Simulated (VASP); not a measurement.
# Ni (Fm-3m) in VASP: notebook, part 2 of 2

VASP 6.6.1. The steps go on from the part before.

**4. Single point, PBEsol, collinear spin, ferromagnetic start**

Contents of INCAR:

```
PREC = Accurate
ENCUT = 520
EDIFF = 1E-6
ISMEAR = -1
SIGMA = 0.1
LREAL = False
LASPH = True
NELM = 150
ALGO = Normal
ISIF = 2
LWAVE = False
LCHARG = True
ISPIN = 2
MAGMOM = 0.48
LORBIT = 11
NUPDOWN = 0.48
LMAXMIX = 4
GGA = PS
LELF = True
LVHAR = True
NBANDS = 15
```

Contents of KPOINTS:

```
regular mesh
0
Gamma
  15 15 15
```

Contents of POSCAR:

```
Ni
1.0
    0.0000000000      1.7720000000      1.7720000000
    1.7720000000      0.0000000000      1.7720000000
    1.7720000000      1.7720000000      0.0000000000
Ni
1
Direct
    0.0000000000      0.0000000000      0.0000000000
```

Potentials or basis: VASP PAW PBE potentials, release 64 (Ni).

On the command line:

```bash
$ cat potpaw_PBE.64/Ni/POTCAR > POTCAR
$ mpirun -np 1 vasp_std > vasp.out
```

OUTCAR:

```text
PREC = Accurate
   ENCUT = 520
   EDIFF = 1E-6
   ISMEAR = -1
   LREAL = False
   LASPH = True
   NELM = 150
   ISIF = 2
   ISPIN = 2
   LORBIT = 11
   NUPDOWN = 0.48
   GGA = PS

 ion  position               nearest neighbor table
   1  0.000  0.000  0.000-

  LATTYP: Found a face centered cubic cell.
 ALAT       =     3.5440000000

  Lattice vectors:

 A1 = (   0.0000000000,   1.7720000000,   1.7720000000)
 A2 = (   1.7720000000,   0.0000000000,   1.7720000000)
 A3 = (   1.7720000000,   1.7720000000,   0.0000000000)

Analysis of symmetry for initial positions (statically):
=====================================================================
 Subroutine PRICEL returns:
 Original cell was already a primitive cell.

 Routine SETGRP: Setting up the symmetry group for a
 face centered cubic supercell.

 Subroutine GETGRP returns: Found 48 space group operations
 (whereof 48 operations were pure point group operations)
 out of a pool of 48 trial point group operations.

The static configuration has the point symmetry O_h .

Analysis of symmetry for dynamics (positions and initial velocities):
=====================================================================
 Subroutine PRICEL returns:
 Original cell was already a primitive cell.

 Routine SETGRP: Setting up the symmetry group for a
 face centered cubic supercell.

 Subroutine GETGRP returns: Found 48 space group operations
 (whereof 48 operations were pure point group operations)
 out of a pool of 48 trial point group operations.

The dynamic configuration has the point symmetry O_h .

Analysis of structural, dynamic, and magnetic symmetry:
=====================================================================
 Subroutine PRICEL returns:
 Original cell was already a primitive cell.

 Routine SETGRP: Setting up the symmetry group for a
 face centered cubic supercell.

 Subroutine GETGRP returns: Found 48 space group operations
 (whereof 48 operations were pure point group operations)
 out of a pool of 48 trial point group operations.

The overall configuration has the point symmetry O_h .

 Subroutine INISYM returns: Found 48 space group operations
 (whereof 48 operations are pure point group operations),
 and found     1 'primitive' translations

----------------------------------------------------------------------------------------

                                     Primitive cell

  volume of cell :      11.1281

  direct lattice vectors                    reciprocal lattice vectors
     0.000000000  1.772000000  1.772000000    -0.282167043  0.282167043  0.282167043
     1.772000000  0.000000000  1.772000000     0.282167043 -0.282167043  0.282167043
     1.772000000  1.772000000  0.000000000     0.282167043  0.282167043 -0.282167043

  length of vectors
     2.505986433  2.505986433  2.505986433     0.488727655  0.488727655  0.488727655

  position of ions in fractional coordinates (direct lattice)
     0.000000000  0.000000000  0.000000000

  ion indices of the primitive-cell ions
   primitive index   ion index
                 1           1

----------------------------------------------------------------------------------------

 KPOINTS: regular mesh

Automatic generation of k-mesh.
 Grid dimensions read from file:
 generate k-points for:   15   15   15

 Generating k-lattice:

[... 63 lines left out ...]
   EDIFFG = 0.1E-04   stopping-criterion for IOM
   NSW    =      0    number of steps for IOM
   IBRION =     -1    ionic relax: 0-MD 1-quasi-New 2-CG
   NFREE  =      0    steps in history (QN), initial steepest desc. (CG)
   ISIF   =      2    stress and relaxation
   ISYM   =      2    0-nonsym 1-usesym 2-fastsym
   POTIM  = 0.5000    time-step for ionic-motion
   TEBEG  =    0.0;   TEEND  =   0.0 temperature during run
   PSTRESS=    0.0 pullay stress
   NELECT =      10.0000    total number of electrons
   NUPDOWN=       0.4800    fix difference up-down
   EMIN   =  10.00;   EMAX   =-10.00  energy-range for DOS
   EFERMI =   0.00;   METHOD = LEGACY
   ISMEAR =    -1;   SIGMA  =   0.10  broadening in eV -4-tet -1-fermi 0-gaus
   EFERMI_NEDOS =   21; number of points for ismear=-14 and -15
   IALGO  =     38    algorithm
   IMIX   =      4    mixing-type and parameters
     AMIX     =   0.40;   BMIX     =  1.00
     AMIX_MAG =   1.60;   BMIX_MAG =  1.00
  volume/ion in A,a.u.               =      11.13        75.10
  Fermi-wavevector in a.u.,A,eV,Ry     =   1.579796  2.985382 33.956830  2.495757
  Thomas-Fermi vector in A             =   2.680121
   LORBIT       =     11    0 simple, 1 ext, 2 COOP (PROOUT), +10 PAW based schemes
   GGA     = PS    functional components
   LHFCALC =     F    Hartree Fock is set to
   AEXX    =    0.0000 exact exchange contribution
   IVDW    =     0    specifies the selected vdW correction
   LEPSILON=     F    determine dielectric tensor
   LRPA    =     F    only Hartree local field effects (RPA)
 spin polarized calculation
  energy-cutoff  :      520.00
  volume of cell :       11.13
 maximum number of plane-waves:       311
   NGX =  9   NGY =  9   NGZ =  9

 number of electron      10.0000009 magnetization       0.4800001

 Free energy of the ion-electron system (eV)
  ---------------------------------------------------
  ext. energy  EPLUGINS =         0.00000000
  ---------------------------------------------------
  free energy    TOTEN  =        -6.12357758 eV

  energy without entropy =       -6.05651738  energy(sigma->0) =       -6.09004748

 E-fermi :   8.8450     XC(G=0): -13.2999

 val. band max:        8.8408416195   @ k =   0.4000   0.4000   0.0000
 cond. band min:       8.6989431664   @ k =   0.4000   0.1333   0.0000
 fundamental gap:     -0.1418984531
 Fermi energy:         8.6903699133

 spin component 1

 k-point     1 :       0.0000    0.0000    0.0000
  band No.  band energies     occupation
      1      -0.0239      1.00000
      2       6.6062      1.00000
      3       6.6062      1.00000
      4       6.6062      1.00000
      5       7.7234      0.99994
      6       7.7234      0.99994
      7      32.3721      0.00000
      8      36.0470      0.00000
      9      36.0470      0.00000
     10      36.0470      0.00000
     11      38.9123      0.00000
     12      38.9123      0.00000
     13      38.9123      0.00000
     14      41.9613      0.00000
[... 403 lines left out ...]
      4       6.9770      1.00000
      5       7.3880      1.00000
      6       7.8938      0.99965
      7      28.2627      0.00000
      8      30.7596      0.00000
      9      31.3014      0.00000
     10      33.5367      0.00000
     11      37.6813      0.00000
     12      42.3126      0.00000
     13      44.0452      0.00000
     14      44.6262      0.00000
     15      49.2030      0.00000

 [... further k-points ...]

 spin component 2

 k-point     1 :       0.0000    0.0000    0.0000
  band No.  band energies     occupation
      1      -0.0473      1.00000
      2       7.1645      1.00000
      3       7.1645      1.00000
      4       7.1645      1.00000
      5       8.1989      0.99844
      6       8.1989      0.99844
      7      32.2664      0.00000
      8      36.0380      0.00000
      9      36.0380      0.00000
     10      36.0380      0.00000
     11      38.9899      0.00000
     12      38.9899      0.00000
     13      38.9899      0.00000
     14      41.8714      0.00000
[... 403 lines left out ...]
      4       7.5414      1.00000
      5       7.8597      0.99995
      6       8.3788      0.99063
      7      28.3194      0.00000
      8      30.8213      0.00000
      9      31.2867      0.00000
     10      33.5211      0.00000
     11      37.8270      0.00000
     12      42.3026      0.00000
     13      44.0016      0.00000
     14      44.5935      0.00000
     15      49.3282      0.00000

 [... further k-points ...]
[... 5 lines left out ...]
  --------------------------------------------------------------------------------------
  -------------------------------------------------------------------------------------
  Total       -0.9281106     -0.9281106     -0.9281106     -0.0000000     -0.0000000     -0.0000000
  in kB     -133.6254416   -133.6254416   -133.6254416     -0.0000000     -0.0000000     -0.0000000
  external PRESSURE =    -133.6254416 kB  Pullay stress =       0.0000000 kB

 VOLUME and BASIS-vectors are now :
 -----------------------------------------------------------------------------
  energy-cutoff  :      520.00
  volume of cell :       11.13
      direct lattice vectors                 reciprocal lattice vectors
     0.000000000  1.772000000  1.772000000    -0.282167043  0.282167043  0.282167043
     1.772000000  0.000000000  1.772000000     0.282167043 -0.282167043  0.282167043
     1.772000000  1.772000000  0.000000000     0.282167043  0.282167043 -0.282167043

 POSITION                                       TOTAL-FORCE (eV/Angst)
 -----------------------------------------------------------------------------------
      0.00000      0.00000      0.00000        -0.000000      0.000000     -0.000000
 -----------------------------------------------------------------------------------
    total drift:                                0.000000      0.000000      0.000000

  FREE ENERGIE OF THE ION-ELECTRON SYSTEM (eV)
  ---------------------------------------------------
  free  energy   TOTEN  =        -6.1235775812 eV

  energy  without entropy=       -6.0565173831  energy(sigma->0) =       -6.09004748

 total charge

# of ion       s       p       d       tot
------------------------------------------
    1        0.489   0.480   8.307   9.275

 magnetization (x)

# of ion       s       p       d       tot
------------------------------------------
    1       -0.007  -0.021   0.519   0.491
```

stdout:

```text
POSCAR found type information on POSCAR Ni
 POSCAR found :  1 types and       1 ions
 scaLAPACK will be used
 -----------------------------------------------------------------------------
|                                                                             |
|                                                                             |
|     You enforced a specific xc type in the INCAR file but a different       |
|     I HOPE YOU KNOW WHAT YOU ARE DOING!                                     |
|                                                                             |
 -----------------------------------------------------------------------------

 LDA part: xc-table for (Slater+PW92), standard interpolation
 POSCAR, INCAR and KPOINTS ok, starting setup
 FFT: planning ... GRIDC
 FFT: planning ... GRID_SOFT
 FFT: planning ... GRID
 WAVECAR not read
 entering main loop
```

It took 31 s on 1 thread of Intel Xeon Platinum 8375C at 2.90GHz (Ice Lake), shared host; peak memory 0.15 GiB.

Results:

```
Free energy                                           : -6.1236 eV
Pressure                                              : -13.4 GPa
Net moment                                            : 0.48 μB per cell
Site moments                                          : Ni +0.49 μB
Valence electrons inside the program's atomic spheres : Ni 9.28
```

Caveat: the PAW data sets were made with another functional, which shifts forces and pressure a little; the total moment is fixed, so each spin has its own Fermi level.

**5. Single point, PBEsol, collinear spin, ferromagnetic start**

Contents of INCAR:

```
SYSTEM = Ni
PREC = Accurate
ENCUT = 520
EDIFF = 1E-6
ISMEAR = -1
SIGMA = 0.1
LREAL = .False.
LASPH = .True.
NELM = 150
ALGO = Normal
ISIF = 2
LWAVE = .False.
LCHARG = .False.
ISPIN = 2
MAGMOM = 0.96
LORBIT = 11
NUPDOWN = 0.96
LMAXMIX = 4
GGA = PS
NBANDS = 15
```

Contents of KPOINTS:

```
Automatic mesh
0
Gamma
  15 15 15
  0 0 0
```

POSCAR is that of step 4.

On the command line:

```bash
$ cat potpaw_PBE.64/Ni/POTCAR > POTCAR
$ mpirun -np 1 vasp_std > vasp.out
```

Wall time 31 s (1 thread of Intel Xeon Platinum 8375C at 2.90GHz (Ice Lake), shared host); peak memory 0.15 GiB.

The run converged. Its results:

```
Free energy                                           : -6.0584 eV
Pressure                                              : -10.3 GPa
Net moment                                            : 0.96 μB per cell
Site moments                                          : Ni +0.95 μB
Valence electrons inside the program's atomic spheres : Ni 9.26
```

Caveat: the PAW data sets were made with another functional, which shifts forces and pressure a little; the total moment is fixed, so each spin has its own Fermi level.

**6. The runs side by side**

| spin | fixed moment (μB) | pressure (GPa) | moment (μB) |
| --- | --- | --- | --- |
| collinear, zero start | 0.0 | -13.9 | 0.00 |
| collinear, ferromagnetic start | - | -12.9 | 0.63 |
| collinear, ferromagnetic start | 0.48 | -13.4 | 0.48 |
| collinear, ferromagnetic start | 0.96 | -10.3 | 0.96 |

Alike in all rows: task single point; level PBEsol; potentials or basis VASP PAW PBE potentials, release 64 (Ni); cell as given; k mesh 15 × 15 × 15; cutoff (eV) 520; smearing fermi-dirac 0.1 eV.

Caveats: the PAW data sets were made with another functional, which shifts forces and pressure a little; the total moment is fixed, so each spin has its own Fermi level (some runs).

Absolute energies hang on the potentials; compare differences alone.
